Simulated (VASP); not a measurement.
# SiNi3 (Pm-3m) in VASP: a series of runs, part 2 of 2

VASP 6.6.1. Earlier steps stand in the parts before.

## (4) Single point, PBE (volume scaled by 1.06)

Contents of INCAR:

```
SYSTEM = SiNi3
PREC = Accurate ; ENCUT = 520
EDIFF = 1E-6 ; ISMEAR = 0
SIGMA = 0.1 ; LREAL = .FALSE.
LASPH = .TRUE. ; NELM = 60
ALGO = Normal ; ISIF = 2
LWAVE = .FALSE. ; LCHARG = .FALSE.
GGA = PE ; NBANDS = 25
```

Contents of KPOINTS:

```
regular mesh
0
G
  12 12 12
  0 0 0
```

Contents of POSCAR:

```
SiNi3
1.0
    3.5750353402      0.0000000000      0.0000000000
    0.0000000000      3.5750353402      0.0000000000
    0.0000000000      0.0000000000      3.5750353402
Si Ni
1 3
Direct
    0.0000000000      0.0000000000      0.0000000000
    0.0000000000      0.5000000000      0.5000000000
    0.5000000000      0.0000000000      0.5000000000
    0.5000000000      0.5000000000      0.0000000000
```

Potentials or basis: VASP PAW PBE potentials, release 64 (Si, Ni).

Started as:

```bash
> cat potpaw_PBE.64/Si/POTCAR potpaw_PBE.64/Ni/POTCAR > POTCAR
> mpirun -np 1 vasp_std > vasp.out
```

OUTCAR:

```text
SYSTEM = SiNi3
   PREC = Accurate
   ENCUT = 520
   EDIFF = 1E-6
   ISMEAR = 0
   LREAL = .FALSE.
   LASPH = .TRUE.
   NELM = 60
   ISIF = 2
   GGA = PE

 ion  position               nearest neighbor table
   1  0.000  0.000  0.000-   2 2.53   3 2.53   4 2.53   2 2.53   3 2.53   2 2.53   4 2.53   2 2.53
                             3 2.53   4 2.53   3 2.53   4 2.53
   2  0.000  0.500  0.500-   1 2.53   3 2.53   4 2.53   1 2.53   4 2.53   1 2.53   3 2.53   1 2.53
                             3 2.53   4 2.53   4 2.53   3 2.53
   3  0.500  0.000  0.500-   1 2.53   2 2.53   4 2.53   1 2.53   4 2.53   2 2.53   4 2.53   4 2.53
                             1 2.53   2 2.53   1 2.53   2 2.53
   4  0.500  0.500  0.000-   1 2.53   2 2.53   3 2.53   2 2.53   3 2.53   1 2.53   3 2.53   3 2.53
                             1 2.53   2 2.53   2 2.53   1 2.53

  LATTYP: Found a simple cubic cell.
 ALAT       =     3.5750353402

  Lattice vectors:

 A1 = (   3.5750353402,   0.0000000000,   0.0000000000)
 A2 = (   0.0000000000,   3.5750353402,   0.0000000000)
 A3 = (   0.0000000000,   0.0000000000,   3.5750353402)

Analysis of symmetry for initial positions (statically):
=====================================================================
 Subroutine PRICEL returns:
 Original cell was already a primitive cell.

 Routine SETGRP: Setting up the symmetry group for a
 simple cubic supercell.

 Subroutine GETGRP returns: Found 48 space group operations
 (whereof 48 operations were pure point group operations)
 out of a pool of 48 trial point group operations.

The static configuration has the point symmetry O_h .

Analysis of symmetry for dynamics (positions and initial velocities):
=====================================================================
 Subroutine PRICEL returns:
 Original cell was already a primitive cell.

 Routine SETGRP: Setting up the symmetry group for a
 simple cubic supercell.

 Subroutine GETGRP returns: Found 48 space group operations
 (whereof 48 operations were pure point group operations)
 out of a pool of 48 trial point group operations.

The dynamic configuration has the point symmetry O_h .

 Subroutine INISYM returns: Found 48 space group operations
 (whereof 48 operations are pure point group operations),
 and found     1 'primitive' translations

----------------------------------------------------------------------------------------

                                     Primitive cell

  volume of cell :      45.6921

  direct lattice vectors                    reciprocal lattice vectors
     3.575035340  0.000000000  0.000000000     0.279717515  0.000000000  0.000000000
     0.000000000  3.575035340  0.000000000     0.000000000  0.279717515  0.000000000
     0.000000000  0.000000000  3.575035340     0.000000000  0.000000000  0.279717515

  length of vectors
     3.575035340  3.575035340  3.575035340     0.279717515  0.279717515  0.279717515

  position of ions in fractional coordinates (direct lattice)
     0.000000000  0.000000000  0.000000000
     0.000000000  0.500000000  0.500000000
     0.500000000  0.000000000  0.500000000
     0.500000000  0.500000000  0.000000000

  ion indices of the primitive-cell ions
   primitive index   ion index
                 1           1
                 2           2
                 3           3
                 4           4

----------------------------------------------------------------------------------------

 KPOINTS: regular mesh

Automatic generation of k-mesh.
 Grid dimensions read from file:
 generate k-points for:   12   12   12

 Generating k-lattice:

  Cartesian coordinates                     Fractional coordinates (reciprocal lattice)
     0.023309793  0.000000000  0.000000000     0.083333333  0.000000000  0.000000000
     0.000000000  0.023309793  0.000000000     0.000000000  0.083333333  0.000000000
     0.000000000  0.000000000  0.023309793     0.000000000  0.000000000  0.083333333

  Length of vectors
     0.023309793  0.023309793  0.023309793

  Shift w.r.t. Gamma in fractional coordinates (k-lattice)
     0.000000000  0.000000000  0.000000000

 Subroutine IBZKPT returns following result:
 ===========================================

 Found     84 irreducible k-points:

 Following reciprocal coordinates:
            Coordinates               Weight
  0.000000  0.000000  0.000000      1.000000
  0.083333  0.000000  0.000000      6.000000
  0.166667  0.000000  0.000000      6.000000
  0.250000  0.000000  0.000000      6.000000
  0.333333  0.000000  0.000000      6.000000
  0.416667  0.000000  0.000000      6.000000
[... 16 lines left out ...]
  0.333333  0.333333  0.000000     12.000000
  0.416667  0.333333  0.000000     24.000000
 [... further k-points ...]
   k-points           NKPTS =     84   k-points in BZ     NKDIM =     84   number of bands    NBANDS=     25
   number of dos      NEDOS =    301   number of ions     NIONS =      4
   total plane-waves  NPLWV =  21952
   dimension x,y,z NGX =    28 NGY =   28 NGZ =   28
   dimension x,y,z NGXF=    56 NGYF=   56 NGZF=   56
   ions per type =               1   3
   NGX,Y,Z   is equivalent  to a cutoff of  13.02, 13.02, 13.02 a.u.
   NGXF,Y,Z  is equivalent  to a cutoff of  26.04, 26.04, 26.04 a.u.
 SYSTEM =  SiNi3
   PREC   = accura    normal or accurate (medium, high low for compatibility)
   ISTART =      0    job   : 0-new  1-cont  2-samecut
   ICHARG =      2    charge: 1-file 2-atom 10-const
   ISPIN  =      1    spin polarized calculation?
   LNONCOLLINEAR =      F non collinear calculations
   LSORBIT =      F    spin-orbit coupling
   LASPH  =      T    aspherical Exc in radial PAW
   ENCUT  =  520.0 eV  38.22 Ry    6.18 a.u.   6.65  6.65  6.65*2*pi/ulx,y,z
   NELM   =     60;   NELMIN=  2; NELMDL= -5     # of ELM steps
   EDIFF  = 0.1E-05   stopping-criterion for ELM
   LREAL  =      F    real-space projection
   EDIFFG = 0.1E-04   stopping-criterion for IOM
   NSW    =      0    number of steps for IOM
   IBRION =     -1    ionic relax: 0-MD 1-quasi-New 2-CG
   NFREE  =      0    steps in history (QN), initial steepest desc. (CG)
   ISIF   =      2    stress and relaxation
   ISYM   =      2    0-nonsym 1-usesym 2-fastsym
   POTIM  = 0.5000    time-step for ionic-motion
   TEBEG  =    0.0;   TEEND  =   0.0 temperature during run
   PSTRESS=    0.0 pullay stress
   NELECT =      34.0000    total number of electrons
   NUPDOWN=      -1.0000    fix difference up-down
   EMIN   =  10.00;   EMAX   =-10.00  energy-range for DOS
   EFERMI =   0.00;   METHOD = LEGACY
   ISMEAR =     0;   SIGMA  =   0.10  broadening in eV -4-tet -1-fermi 0-gaus
   EFERMI_NEDOS =   21; number of points for ismear=-14 and -15
   IALGO  =     38    algorithm
   IMIX   =      4    mixing-type and parameters
     AMIX     =   0.40;   BMIX     =  1.00
     AMIX_MAG =   1.60;   BMIX_MAG =  1.00
  volume/ion in A,a.u.               =      11.42        77.09
  Fermi-wavevector in a.u.,A,eV,Ry     =   1.483500  2.803408 29.943312  2.200771
  Thomas-Fermi vector in A             =   2.597154
   LORBIT       =      0    0 simple, 1 ext, 2 COOP (PROOUT), +10 PAW based schemes
   GGA     = PE    functional components
   LHFCALC =     F    Hartree Fock is set to
   AEXX    =    0.0000 exact exchange contribution
   IVDW    =     0    specifies the selected vdW correction
   LEPSILON=     F    determine dielectric tensor
   LRPA    =     F    only Hartree local field effects (RPA)
 non-spin polarized calculation
 Gauss-broadening in eV      SIGMA  =   0.10
  energy-cutoff  :      520.00
  volume of cell :       45.69
 maximum number of plane-waves:      1253
 NGX is ok and might be reduce to    28
   NGX = 13   NGY = 13   NGZ = 13

 number of electron      34.0000033 magnetization

 Free energy of the ion-electron system (eV)
  ---------------------------------------------------
  ext. energy  EPLUGINS =         0.00000000
  ---------------------------------------------------
  free energy    TOTEN  =       -23.59468867 eV

  energy without entropy =      -23.58391520  energy(sigma->0) =      -23.58930193

 E-fermi :   9.8054     XC(G=0): -12.7798

 val. band max:        9.7923567171   @ k =   0.0833   0.0833   0.0000
 cond. band min:       9.8246766174   @ k =   0.4167   0.4167   0.3333
 fundamental gap:      0.0323199003
 Fermi energy:         9.8053740866

 k-point     1 :       0.0000    0.0000    0.0000
  band No.  band energies     occupation
      1      -1.6690      2.00000
      2       5.2925      2.00000
      3       6.0926      2.00000
      4       6.0926      2.00000
      5       6.5708      2.00000
      6       6.5708      2.00000
[... 661 lines left out ...]
     24      19.1713      0.00000
     25      19.9902      0.00000

 [... further k-points ...]
[... 5 lines left out ...]
  --------------------------------------------------------------------------------------
  -------------------------------------------------------------------------------------
  Total       -3.0539923     -3.0539923     -3.0539923      0.0000000      0.0000000     -0.0000000
  in kB     -107.0871832   -107.0871832   -107.0871832      0.0000000      0.0000000     -0.0000000
  external PRESSURE =    -107.0871832 kB  Pullay stress =       0.0000000 kB

 VOLUME and BASIS-vectors are now :
 -----------------------------------------------------------------------------
  energy-cutoff  :      520.00
  volume of cell :       45.69
      direct lattice vectors                 reciprocal lattice vectors
     3.575035340  0.000000000  0.000000000     0.279717515  0.000000000  0.000000000
     0.000000000  3.575035340  0.000000000     0.000000000  0.279717515  0.000000000
     0.000000000  0.000000000  3.575035340     0.000000000  0.000000000  0.279717515

 POSITION                                       TOTAL-FORCE (eV/Angst)
 -----------------------------------------------------------------------------------
      0.00000      0.00000      0.00000         0.000000      0.000000      0.000000
      0.00000      1.78752      1.78752         0.000000      0.000000      0.000000
      1.78752      0.00000      1.78752         0.000000      0.000000      0.000000
      1.78752      1.78752      0.00000         0.000000      0.000000      0.000000
 -----------------------------------------------------------------------------------
    total drift:                                0.000000      0.000000      0.000000

  FREE ENERGIE OF THE ION-ELECTRON SYSTEM (eV)
  ---------------------------------------------------
  free  energy   TOTEN  =       -23.5946886671 eV

  energy  without entropy=      -23.5839151971  energy(sigma->0) =      -23.58930193
```

It took 43 s on 1 thread of Intel Xeon 6975P-C (Granite Rapids), shared host; peak memory 0.21 GiB.

What came out:

| Property | Result |
| --- | --- |
| Free energy | -23.5947 eV |
| Pressure | -10.7 GPa |
| Band gap on the k mesh | zero (band 17 reaches 9.83 eV, above the bottom of band 18 at 9.61 eV) |

Levels at points of the mesh, in eV from the Fermi level:
| k point | band 13 | band 14 | band 15 | band 16 | band 17 | band 18 | band 19 | band 20 | band 21 | band 22 |
| --- | --- | --- | --- | --- | --- | --- | --- | --- | --- | --- |
| (0.00, 0.00, 0.00) | -0.81 | -0.57 | -0.57 | -0.28 | 0.02 | 0.02 | 0.02 | 4.29 | 6.06 | 6.06 |
| (0.50, 0.00, 0.00) | -1.20 | -1.18 | -1.05 | -0.51 | 0.02 | 3.38 | 3.38 | 4.77 | 5.13 | 5.13 |
| (0.50, 0.50, 0.00) | -1.31 | -1.30 | -1.02 | -0.93 | -0.87 | 0.59 | 0.59 | 5.24 | 6.05 | 7.46 |
| (0.50, 0.50, 0.50) | -1.32 | -1.14 | -1.14 | -0.27 | -0.19 | -0.19 | -0.19 | 0.96 | 3.77 | 3.77 |

## (5) The runs side by side

| cell | gap on the mesh (eV) | pressure (GPa) |
| --- | --- | --- |
| a = 3.506 Å, 4 atoms | none | 0.0 |
| a = 3.541 Å, 4 atoms | none | -5.8 |
| a = 3.575 Å, 4 atoms | none | -10.7 |

Alike in all rows: task single point; level PBE; potentials or basis VASP PAW PBE potentials, release 64 (Si, Ni); no spin polarisation; k mesh 12 × 12 × 12; cutoff (eV) 520; smearing gaussian 0.1 eV.

Absolute energies hang on the potentials; compare differences alone.
